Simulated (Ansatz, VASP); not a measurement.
**CaO in VASP and in Ansatz**

Contents of POSCAR:

```
CaO
1.0
    0.0000000000      2.5208105600      2.5208105600
    2.5208105600      0.0000000000      2.5208105600
    2.5208105600      2.5208105600      0.0000000000
Ca O
1 1
Direct
    0.0000000000      0.0000000000      0.0000000000
    0.5000000000      0.5000000000      0.5000000000
```

INCAR.step1

```
PREC = Accurate
ENCUT = 520
ISMEAR = -1
SIGMA = 0.1
LREAL = F
LASPH = T
NELM = 80
NBANDS = 15
GGA = PE
ALGO = Normal
EDIFF = 1E-4
LWAVE = T
LCHARG = F
```

Contents of INCAR.step2:

```
PREC = Accurate
ENCUT = 520
EDIFF = 1E-7
ISMEAR = -1
SIGMA = 0.1
LREAL = F
LASPH = T
NELM = 80
ALGO = Normal
ISIF = 2
LWAVE = F
LCHARG = T
METAGGA = R2SCAN
LMIXTAU = T
LELF = T
LVHAR = T
NBANDS = 15
ISTART = 1
```

KPOINTS

```
Automatic mesh
0
Gamma
  6 6 6
```

Input for Ansatz:

```yaml
crystal:
  lattice:
    - [0.0, 2.52081056, 2.52081056]
    - [2.52081056, 0.0, 2.52081056]
    - [2.52081056, 2.52081056, 0.0]
  atoms:
    - { symbol: Ca, position: [0.0, 0.0, 0.0] }
    - { symbol: O, position: [0.5, 0.5, 0.5] }
  symmetry: { tolerance: 0.0003 }
kpoints:
  mp_grid: { grid: [6, 6, 6], shift: [0, 0, 0] }
magnetization:
  spin_polarized: false
scf:
  occupations: { method: fermi_dirac }
hamiltonian:
  pseudopotentials: { kind: paw }
  xc: r2scan
basis:
  ecutwfc: 500
output:
  forces: true
  stress: true
  eigenvalues: true
```

Alike in both runs: task single point; functional r2SCAN; k mesh 6 × 6 × 6; no spin polarisation.

|  | VASP | Ansatz |
| --- | --- | --- |
| version | VASP 6.6.1 | Ansatz 0.2.0 |
| potentials or method | VASP PAW PBE potentials, release 64 (Ca_sv, O), cutoff 520 eV | PAW plane waves |
| occupations | fermi-dirac, width 0.1 eV | fermi-dirac |
| valence electrons in the cell | 16 | 16 |

|  | VASP | Ansatz | Ansatz less VASP |
| --- | --- | --- | --- |
| gap on the k mesh at the Fermi level (eV) | 4.17 | 4.18 | +0.005 |
| pressure (GPa) | -12.2 | -12.7 | -0.55 |

VASP's potentials were made for PBE, not for r2SCAN.
